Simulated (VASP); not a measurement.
# Pd (Immm) in VASP: a series of runs

The runs below take Pd through single point, with PBEsol.

Program: VASP 6.6.1. These are calculated values, not measurements. Logs are shortened: lines on timing, memory, paths and dates and some standing lists are left out, and cuts for length are marked.

**1. The cell of the first run**

It takes space group Immm (No. 71, orthorhombic). Conventional cell: a = 2.695 Å, b = 2.806 Å, c = 3.890 Å, α = 90.00°, β = 90.00°, γ = 90.00°. Within 3.6 Å of Pd (site symmetry mmm) lie 12 Pd at 2.70 to 2.81 Å.

**2. Single point, PBEsol (strain -0.0400 x Voigt [0, 0, 0, 0, 1, 0])**

The input, INCAR:

```
ALGO = Fast ; EDIFF = 1E-6
ENCUT = 520 ; GGA = PS
ISIF = 2 ; ISMEAR = 0
LASPH = True ; LCHARG = False
LREAL = False ; LWAVE = False
NBANDS = 11 ; NELM = 80
PREC = Accurate ; SIGMA = 0.15
```

The input, KPOINTS:

```
k-points
0
Gamma
  20 20 20
```

The input, POSCAR:

```
Pd
1.0
   -0.0388980000      1.9449000000      1.9449000000
    1.9060020000      0.0000000000      1.9060020000
    1.9449000000      1.9449000000     -0.0388980000
Pd
1
Direct
    0.0000000000      0.0000000000      0.0000000000
```

Potentials or basis: VASP PAW PBE potentials, release 64 (Pd).

Launch:

```bash
cat potpaw_PBE.64/Pd/POTCAR > POTCAR
mpirun -np 1 vasp_std > vasp.out
```

OUTCAR:

```text
EDIFF = 1E-6
   ENCUT = 520
   GGA = PS
   ISIF = 2
   ISMEAR = 0
   LASPH = True
   LREAL = False
   NELM = 80
   PREC = Accurate

 ion  position               nearest neighbor table
   1  0.000  0.000  0.000-

  LATTYP: Found a body centered orthorhombic cell.
 ALAT       =     2.6954938783
 B/A-ratio  =     1.0408163265
 C/A-ratio  =     1.4430750636

  Lattice vectors:

 A1 = (   1.9449000000,  -1.9449000000,  -0.0388980000)
 A2 = (  -1.9449000000,  -1.9449000000,   0.0388980000)
 A3 = (   0.0388980000,   1.9449000000,  -1.9449000000)

Analysis of symmetry for initial positions (statically):
=====================================================================
 Subroutine PRICEL returns:
 Original cell was already a primitive cell.

 Routine SETGRP: Setting up the symmetry group for a
 body centered orthorhombic supercell.

 Subroutine GETGRP returns: Found  8 space group operations
 (whereof  8 operations were pure point group operations)
 out of a pool of  8 trial point group operations.

The static configuration has the point symmetry D_2h.

Analysis of symmetry for dynamics (positions and initial velocities):
=====================================================================
 Subroutine PRICEL returns:
 Original cell was already a primitive cell.

 Routine SETGRP: Setting up the symmetry group for a
 body centered orthorhombic supercell.

 Subroutine GETGRP returns: Found  8 space group operations
 (whereof  8 operations were pure point group operations)
 out of a pool of  8 trial point group operations.

The dynamic configuration has the point symmetry D_2h.

 Subroutine INISYM returns: Found  8 space group operations
 (whereof  8 operations are pure point group operations),
 and found     1 'primitive' translations

----------------------------------------------------------------------------------------

                                     Primitive cell

  volume of cell :      14.7078

  direct lattice vectors                    reciprocal lattice vectors
    -0.038898000  1.944900000  1.944900000    -0.252041791  0.257082626  0.252041791
     1.906002000  0.000000000  1.906002000     0.262329211 -0.257082626  0.262329211
     1.944900000  1.944900000 -0.038898000     0.252041791  0.257082626 -0.252041791

  length of vectors
     2.750778994  2.695493878  2.750778994     0.439478788  0.451358733  0.439478788

  position of ions in fractional coordinates (direct lattice)
     0.000000000  0.000000000  0.000000000

  ion indices of the primitive-cell ions
   primitive index   ion index
                 1           1

----------------------------------------------------------------------------------------

 KPOINTS: k-points

Automatic generation of k-mesh.
 Grid dimensions read from file:
 generate k-points for:   20   20   20

 Generating k-lattice:

  Cartesian coordinates                     Fractional coordinates (reciprocal lattice)
    -0.012602090  0.012854131  0.012602090     0.050000000  0.000000000 -0.000000000
     0.013116461 -0.012854131  0.013116461     0.000000000  0.050000000  0.000000000
     0.012602090  0.012854131 -0.012602090    -0.000000000  0.000000000  0.050000000

  Length of vectors
     0.021973939  0.022567937  0.021973939

  Shift w.r.t. Gamma in fractional coordinates (k-lattice)
     0.000000000  0.000000000  0.000000000

 Subroutine IBZKPT returns following result:
 ===========================================

 Found   1166 irreducible k-points:

 Following reciprocal coordinates:
            Coordinates               Weight
  0.000000  0.000000  0.000000      1.000000
  0.050000  0.000000  0.000000      4.000000
  0.100000  0.000000  0.000000      4.000000
  0.150000  0.000000  0.000000      4.000000
  0.200000  0.000000  0.000000      4.000000
  0.250000  0.000000  0.000000      4.000000
[... 16 lines left out ...]
 -0.450000  0.050000 -0.000000      8.000000
 -0.400000  0.050000 -0.000000      8.000000
 [... further k-points ...]
   k-points           NKPTS =   1166   k-points in BZ     NKDIM =   1166   number of bands    NBANDS=     11
   number of dos      NEDOS =    301   number of ions     NIONS =      1
   total plane-waves  NPLWV =   8000
   dimension x,y,z NGX =    20 NGY =   20 NGZ =   20
   dimension x,y,z NGXF=    40 NGYF=   40 NGZF=   40
   ions per type =               1
   NGX,Y,Z   is equivalent  to a cutoff of  12.09, 12.34, 12.09 a.u.
   NGXF,Y,Z  is equivalent  to a cutoff of  24.17, 24.67, 24.17 a.u.
 SYSTEM =  unknown system
   PREC   = accura    normal or accurate (medium, high low for compatibility)
   ISTART =      0    job   : 0-new  1-cont  2-samecut
   ICHARG =      2    charge: 1-file 2-atom 10-const
   ISPIN  =      1    spin polarized calculation?
   LNONCOLLINEAR =      F non collinear calculations
   LSORBIT =      F    spin-orbit coupling
   LASPH  =      T    aspherical Exc in radial PAW
   ENCUT  =  520.0 eV  38.22 Ry    6.18 a.u.   5.11  5.01  5.11*2*pi/ulx,y,z
   NELM   =     80;   NELMIN=  2; NELMDL= -5     # of ELM steps
   EDIFF  = 0.1E-05   stopping-criterion for ELM
   LREAL  =      F    real-space projection
   EDIFFG = 0.1E-04   stopping-criterion for IOM
   NSW    =      0    number of steps for IOM
   IBRION =     -1    ionic relax: 0-MD 1-quasi-New 2-CG
   NFREE  =      0    steps in history (QN), initial steepest desc. (CG)
   ISIF   =      2    stress and relaxation
   ISYM   =      2    0-nonsym 1-usesym 2-fastsym
   POTIM  = 0.5000    time-step for ionic-motion
   TEBEG  =    0.0;   TEEND  =   0.0 temperature during run
   PSTRESS=    0.0 pullay stress
   NELECT =      10.0000    total number of electrons
   NUPDOWN=      -1.0000    fix difference up-down
   EMIN   =  10.00;   EMAX   =-10.00  energy-range for DOS
   EFERMI =   0.00;   METHOD = LEGACY
   ISMEAR =     0;   SIGMA  =   0.15  broadening in eV -4-tet -1-fermi 0-gaus
   EFERMI_NEDOS =   21; number of points for ismear=-14 and -15
   IALGO  =     68    algorithm
   IMIX   =      4    mixing-type and parameters
     AMIX     =   0.40;   BMIX     =  1.00
     AMIX_MAG =   1.60;   BMIX_MAG =  1.00
  volume/ion in A,a.u.               =      14.71        99.25
  Fermi-wavevector in a.u.,A,eV,Ry     =   1.439546  2.720347 28.195244  2.072292
  Thomas-Fermi vector in A             =   2.558389
   LORBIT       =      0    0 simple, 1 ext, 2 COOP (PROOUT), +10 PAW based schemes
   GGA     = PS    functional components
   LHFCALC =     F    Hartree Fock is set to
   AEXX    =    0.0000 exact exchange contribution
   IVDW    =     0    specifies the selected vdW correction
   LEPSILON=     F    determine dielectric tensor
   LRPA    =     F    only Hartree local field effects (RPA)
 non-spin polarized calculation
 RMM-DIIS sequential band-by-band and
 Gauss-broadening in eV      SIGMA  =   0.15
  energy-cutoff  :      520.00
  volume of cell :       14.71
 maximum number of plane-waves:       407
   NGX = 11   NGY =  9   NGZ = 11

 number of electron      10.0000000 magnetization

 Free energy of the ion-electron system (eV)
  ---------------------------------------------------
  ext. energy  EPLUGINS =         0.00000000
  ---------------------------------------------------
  free energy    TOTEN  =        -5.96613093 eV

  energy without entropy =       -5.94005140  energy(sigma->0) =       -5.95309117

 E-fermi :   9.6652     XC(G=0): -13.3981

 val. band max:        9.6633160781   @ k =   0.4000  -0.3500   0.2000
 cond. band min:       9.6662591651   @ k =   0.4000  -0.3000   0.2500
 fundamental gap:      0.0029430871
 Fermi energy:         9.6652395043

 k-point     1 :       0.0000    0.0000    0.0000
  band No.  band energies     occupation
      1       2.4074      2.00000
      2       6.6157      2.00000
      3       6.7493      2.00000
      4       6.9858      2.00000
      5       8.4460      2.00000
      6       8.4604      2.00000
      7      26.7658      0.00000
      8      30.9308      0.00000
      9      31.6217      0.00000
     10      32.2691      0.00000
     11      36.7533      0.00000

 k-point     2 :       0.0500    0.0000    0.0000
  band No.  band energies     occupation
      1       2.4958      2.00000
      2       6.6054      2.00000
      3       6.7548      2.00000
      4       7.0159      2.00000
      5       8.4350      2.00000
      6       8.4492      2.00000
      7      26.8481      0.00000
      8      30.4857      0.00000
      9      31.5966      0.00000
     10      32.3687      0.00000
     11      37.2685      0.00000

 k-point     3 :       0.1000    0.0000    0.0000
  band No.  band energies     occupation
      1       2.7533      2.00000
      2       6.5526      2.00000
      3       6.7965      2.00000
      4       7.0964      2.00000
      5       8.4128      2.00000
      6       8.4261      2.00000
      7      27.0180      0.00000
      8      29.3071      0.00000
      9      31.8539      0.00000
     10      32.6552      0.00000
     11      37.2632      0.00000

 k-point     4 :       0.1500    0.0000    0.0000
  band No.  band energies     occupation
      1       3.1519      2.00000
      2       6.4818      2.00000
      3       6.8622      2.00000
      4       7.1947      2.00000
      5       8.4129      2.00000
      6       8.4222      2.00000
      7      26.7898      0.00000
      8      28.2688      0.00000
      9      32.3234      0.00000
     10      33.0887      0.00000
     11      36.1934      0.00000
[... 239 lines left out ...]
 k-point    22 :       0.5000    0.0500    0.0000
  band No.  band energies     occupation
      1       4.3514      2.00000
      2       6.6108      2.00000
      3       6.9302      2.00000
      4       9.0905      2.00000
      5       9.5786      1.58593
      6      10.9692      0.00000
      7      16.7322      0.00000
      8      26.4078      0.00000
      9      30.4655      0.00000
     10      30.9868      0.00000
     11      37.2495      0.00000

 k-point    23 :      -0.4500    0.0500   -0.0000
  band No.  band energies     occupation
      1       4.3568      2.00000
      2       6.6187      2.00000
      3       6.9369      2.00000
      4       9.0749      2.00000
      5       9.5017      1.87693
      6      10.8868      0.00000
      7      16.9073      0.00000
      8      26.4379      0.00000
      9      30.4971      0.00000
     10      31.0849      0.00000
     11      37.2582      0.00000

 k-point    24 :      -0.4000    0.0500   -0.0000
  band No.  band energies     occupation
      1       4.3885      2.00000
      2       6.6643      2.00000
      3       6.9814      2.00000
      4       8.7540      2.00000
      5       9.3149      1.99904
      6      10.3221      0.00000
      7      18.0044      0.00000
      8      26.6346      0.00000
      9      30.6959      0.00000
     10      31.6562      0.00000
     11      36.7411      0.00000

 [... further k-points ...]
[... 5 lines left out ...]
  --------------------------------------------------------------------------------------
  -------------------------------------------------------------------------------------
  Total       -0.1753857     -0.2395362     -0.1753857      0.0000000      0.0000000      0.2868554
  in kB      -19.1054290    -26.0935772    -19.1054290      0.0000000      0.0000000     31.2482421
  external PRESSURE =     -21.4348117 kB  Pullay stress =       0.0000000 kB

 VOLUME and BASIS-vectors are now :
 -----------------------------------------------------------------------------
  energy-cutoff  :      520.00
  volume of cell :       14.71
      direct lattice vectors                 reciprocal lattice vectors
    -0.038898000  1.944900000  1.944900000    -0.252041791  0.257082626  0.252041791
     1.906002000  0.000000000  1.906002000     0.262329211 -0.257082626  0.262329211
     1.944900000  1.944900000 -0.038898000     0.252041791  0.257082626 -0.252041791

 POSITION                                       TOTAL-FORCE (eV/Angst)
 -----------------------------------------------------------------------------------
      0.00000      0.00000      0.00000        -0.000000      0.000000     -0.000000
 -----------------------------------------------------------------------------------
    total drift:                                0.000000     -0.000000      0.000000

  FREE ENERGIE OF THE ION-ELECTRON SYSTEM (eV)
  ---------------------------------------------------
  free  energy   TOTEN  =        -5.9661309303 eV

  energy  without entropy=       -5.9400514032  energy(sigma->0) =       -5.95309117
```

Wall time 1.9 min (1 thread of Intel Xeon Platinum 8259CL at 2.50GHz (Skylake/Cascade Lake), shared host); peak memory 0.29 GiB.

What came out:

```yaml
Free_energy: -5.9661 eV
Pressure: -2.1 GPa
Band_gap_on_the_k_mesh: zero (band 5 reaches 9.99 eV, above the bottom of band 6 at 8.33 eV)
```

Caveat: the cell differs from its parent crystal (strain -0.0400 x Voigt [0, 0, 0, 0, 1, 0]); the PAW data sets were made with another functional, which shifts forces and pressure a little.

**3. Single point, PBEsol (strain +0.0300 x Voigt [0, 0, 0, 0, 1, 0])**

The input, INCAR:

```
  PREC = Accurate
  ENCUT = 520
  EDIFF = 1E-6
  ISMEAR = 0
  SIGMA = 0.15
  LREAL = False
  LASPH = True
  NELM = 100
  ALGO = Fast
  ISIF = 2
  LWAVE = False
  LCHARG = False
  GGA = PS
  NBANDS = 11
```

The input, KPOINTS:

```
Automatic mesh
0
Gamma
  20 20 20
```

The input, POSCAR:

```
Pd
1.0
    0.0291735000      1.9449000000      1.9449000000
    1.9740735000      0.0000000000      1.9740735000
    1.9449000000      1.9449000000      0.0291735000
Pd
1
Direct
    0.0000000000      0.0000000000      0.0000000000
```

Potentials or basis: VASP PAW PBE potentials, release 64 (Pd).

Launch:

```bash
cat potpaw_PBE.64/Pd/POTCAR > POTCAR
mpirun -np 1 vasp_std > vasp.out
```

It took 2.2 min on 1 thread of Intel Xeon Platinum 8259CL at 2.50GHz (Skylake/Cascade Lake), shared host; peak memory 0.29 GiB.

It converged, with:

* Free energy: -5.9686 eV
* Pressure: -2.3 GPa
* Band gap on the k mesh: zero (band 5 reaches 9.97 eV, above the bottom of band 6 at 8.33 eV)

Stress tensor (GPa, compression positive):
```
-2.15  0.00 -2.32
 0.00 -2.54  0.00
-2.32  0.00 -2.15
```

Levels at points of the mesh, in eV from the Fermi level:
| k point | band 3 | band 4 | band 5 | band 6 | band 7 | band 8 |
| --- | --- | --- | --- | --- | --- | --- |
| (0.00, 0.00, 0.00) | -2.89 | -2.73 | -1.22 | -1.21 | 17.12 | 21.43 |
| (0.50, 0.00, 0.00) | -2.79 | -0.06 | 0.06 | 1.06 | 7.51 | 16.36 |
| (0.00, 0.50, 0.00) | -2.76 | -0.10 | 0.02 | 0.79 | 7.07 | 16.62 |
| (0.50, 0.50, 0.00) | -0.06 | 0.29 | 0.31 | 3.26 | 10.75 | 13.13 |
| (0.50, 0.00, 0.50) | -0.04 | 0.28 | 0.31 | 3.25 | 10.74 | 12.56 |

Caveat: the cell differs from its parent crystal (strain +0.0300 x Voigt [0, 0, 0, 0, 1, 0]); the PAW data sets were made with another functional, which shifts forces and pressure a little.

(Part 1 of 2 ends here.)
